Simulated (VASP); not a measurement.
## NbAs: relaxation of cell and atoms with PBE

Crystal: NbAs.

```
Nb As
1.0
     3.61353    0.00000    0.00000
     0.00000    3.61353    0.00000
     0.00000    0.00000    3.61353
Nb As
1 1
Direct
  0.00000 0.00000 0.00000
  0.50000 0.50000 0.50000
```

* Program: VASP 6.6.1
* Task: relaxation of cell and atoms
* Functional: PBE
* Potentials or basis: VASP PAW PBE potentials, release 64 (Nb_sv, As)
* Cutoff: 500 eV
* k mesh: 5 × 5 × 5
* Occupations: gaussian, width 0.2 eV
* Spin: no spin polarisation
* Dipole correction: no
* Further INCAR settings: ALGO = Normal; EDIFF = 1e-07; IBRION = 2; EDIFFG = -0.08; NSW = 36; ISIF = 3

```yaml
Relaxed_volume: 16.56 Å³/atom
Relaxed_cell: a = 3.211 Å, b = 3.211 Å, c = 3.211 Å, α = 90.00°, β = 90.00°, γ = 90.00°
Space_group_after_relaxing_to_0.05_Å: Pm-3m (No. 221)
Energy_gained_by_relaxing: 802.2 meV/atom
Ionic_steps: 5
Pressure_after_relaxing: 0.3 GPa
Band_gap_on_the_k_mesh: zero (band 9 reaches 12.08 eV, above the bottom of band 10 at 10.20 eV)
```

The path:
```
step  energy change (eV)  largest force (eV/Å)  pressure (GPa)  volume (Å³)
   1              0.0000                0.0000          -26.38        47.18
   2             -0.0210                0.0000           82.19        25.32
   3             -1.5990                0.0000           -2.89        33.78
   4             -1.6039                0.0000           -0.92        33.37
   5             -1.6044                0.0000            0.30        33.12
```

Final structure:
```
Nb As
1.0
     3.21149    0.00000    0.00000
     0.00000    3.21149    0.00000
     0.00000    0.00000    3.21149
Nb As
1 1
Direct
  0.00000 0.00000 0.00000
  0.50000 0.50000 0.50000
```

Levels at points of the mesh, in eV from the Fermi level:
```tsv
k point	band 5	band 6	band 7	band 8	band 9	band 10	band 11	band 12	band 13
(0.00, 0.00, 0.00)	-13.70	-2.79	-2.79	0.35	0.35	0.35	1.74	1.74	1.74
```

It took 79 s on 1 thread of Intel Xeon 8259CL, with other jobs on the host, peak memory 0.16 GiB.

Caveat: the volume moved by over 15 % at a fixed basis, so the end points are rough.
